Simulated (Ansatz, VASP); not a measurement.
**One calculation of Ta2C, two programs**

```
Ta C
1.0
     2.86135    0.00000    0.00000
    -1.43068    2.47800    0.00000
     0.00000    0.00000    4.54692
Ta C
2 1
Direct
  0.33333 0.66667 0.25356
  0.66667 0.33333 0.74644
  0.00000 0.00000 0.00000
```

Change from the starting cell: strain -0.080 along x and y, -0.080 along z, atoms carried along.

Alike in both runs: task single point; functional r2SCAN; k mesh 18 × 18 × 10; occupations gaussian, width 0.15 eV; no spin polarisation.

```csv
,VASP,Ansatz
version,VASP 6.6.1,Ansatz 0.2.0
potentials or method,"VASP PAW PBE potentials, release 64 (Ta_pv, C), cutoff 520 eV","scalar-relativistic, plane waves, PAW"
valence electrons in the cell,26,30
```

|  | VASP | Ansatz | Ansatz less VASP |
| --- | --- | --- | --- |
| gap on the k mesh at the Fermi level (eV) | none | none | - |
| pressure (GPa) | 121.0 | 118.2 | -2.79 |
| traceless stress, the component that is largest in VASP (GPa) | 2.59 | 2.64 | +0.045 |
| rms of the force components (eV/Å) | 1.481 | 1.424 | -0.0570 |

VASP's potentials were made for PBE, not for r2SCAN. Atom by atom the forces differ by 0.057 eV/Å (rms over components). A gap of «none» marks a metal or a gap that the smearing closes. Both programs put the cell under a high pressure, so it lies far from rest at this level. With one functional, cell and mesh, what is left measures potentials, basis and numerics. VASP's potentials hold 26 valence electrons a cell and Ansatz's 30, so a difference there can come from the potentials and not from the codes.

Spin-orbit coupling is off throughout. Noted on VASP's run: the cell as given lies far from equilibrium.
